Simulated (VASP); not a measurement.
Write the native input for VASP 6.6.1 that does the following.

```
Task                   : electric field gradients
Functional             : LDA
Potentials or basis    : VASP PAW LDA potentials, release 64 (Pt, Pb_d)
Cutoff                 : 520 eV
k mesh                 : 10 × 10 × 7
Occupations            : fermi-dirac, width 0.05 eV
Spin                   : no spin polarisation
Dipole correction      : no
Further INCAR settings : ALGO = Normal; EDIFF = 1e-08; NBANDS = 32
```

The structure of PtPb lies in POSCAR:

```
PtPb
1.0
    4.3059283585      0.0000000000      0.0000000000
   -2.1529641793      3.7290433454      0.0000000000
    0.0000000000      0.0000000000      5.5277977072
Pt Pb
2 2
Direct
    0.3333333333      0.6666666667      0.2500000000
    0.6666666667      0.3333333333      0.7500000000
    0.0000000000      0.0000000000      0.0000000000
    0.0000000000      0.0000000000      0.5000000000
```

The input as run:

INCAR

```
SYSTEM = PtPb
ALGO = Normal ; EDIFF = 1E-8
ENCUT = 520 ; ISIF = 2
ISMEAR = -1 ; LASPH = .TRUE.
LCHARG = .FALSE. ; LEFG = .TRUE.
LREAL = .FALSE. ; LWAVE = .FALSE.
NBANDS = 32 ; NELM = 100
PREC = Accurate ; SIGMA = 0.05
```

KPOINTS

```
k-points
0
G
  10 10 7
  0 0 0
```

Potentials or basis: VASP PAW LDA potentials, release 64 (Pt, Pb_d).

Run with:

```sh
$ cat potpaw_LDA.64/Pt/POTCAR potpaw_LDA.64/Pb_d/POTCAR > POTCAR
$ mpirun -np 1 vasp_std > vasp.out
```

Results of the run:

* Pressure: 2.1 GPa
* Band gap on the k mesh: zero (bands 24 and 25 overlap by 2.66 eV)
* Largest electric field gradient by atom: Pt +60.0; Pb +11.4 V/Å²

Caveat: without QUAD_EFG the Cq values of the log hold for a quadrupole moment of 1 mb, not for the nuclei; spin-orbit coupling is left out, which moves the levels of the heavy elements.

Wall time 2.6 min on 1 thread of Intel(R) Xeon(R) Platinum 8259CL CPU @ 2.50GHz (Skylake/Cascade Lake), with other jobs on the host, peak memory 0.26 GiB.
